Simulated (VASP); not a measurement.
Set up this calculation in VASP 6.6.1, as the native input.

- Task: single point
- Functional: PBE
- Potentials or basis: VASP PAW PBE potentials, release 64 (N, Ga_d, P)
- Cutoff: 520 eV
- k mesh: 8 × 8 × 6
- Occupations: fermi-dirac, width 0.02 eV
- Spin: no spin polarisation
- Dipole correction: no
- Further INCAR settings: ALGO = Normal; EDIFF = 1e-06; NBANDS = 46

The structure of Ga4PN3 lies in POSCAR:

```
Ga4PN3
1.0
    6.2778318961     -1.6935554740      0.0223157193
    6.2778318961      1.6935554740      0.0223157193
   -2.7376296743      0.0000000000      5.1952875863
N Ga P
3 4 1
Direct
    1.0090350032      1.0090350032      0.6781625354
    0.7487768869      0.7487768869      0.0863678537
    0.4912320657      0.4912320657      0.1584656041
    0.1882081085      0.1882081085      0.8812527204
    0.9358092705      0.9358092705      0.2732329983
    0.6692721840      0.6692721840      0.3093195719
    0.4556211420      0.4556211420      0.7822397839
    0.2520453392      0.2520453392      0.5809589323
```

The input as run:

INCAR

```
PREC = Accurate ; ENCUT = 520
EDIFF = 1E-6 ; ISMEAR = -1
SIGMA = 0.02 ; LREAL = False
LASPH = True ; NELM = 80
ALGO = Normal ; ISIF = 2
LWAVE = False ; LCHARG = False
GGA = PE ; NBANDS = 46
```

KPOINTS

```
regular mesh
0
Gamma
  8 8 6
```

Potentials or basis: VASP PAW PBE potentials, release 64 (N, Ga_d, P).

The run is started by

```console
$ cat potpaw_PBE.64/N/POTCAR potpaw_PBE.64/Ga_d/POTCAR potpaw_PBE.64/P/POTCAR > POTCAR
$ mpirun -np 1 vasp_std > vasp.out
```

It gave:

```json
{"Pressure": "0.1 GPa", "Largest force": "0.038 eV/Å", "Band gap on the k mesh": "zero (band 36 reaches 5.97 eV, above the bottom of band 37 at 5.95 eV)"}
```

It took 13 min on 1 thread of Intel(R) Xeon(R) Platinum 8488C (Sapphire Rapids), with other jobs on the host, peak memory 0.63 GiB.
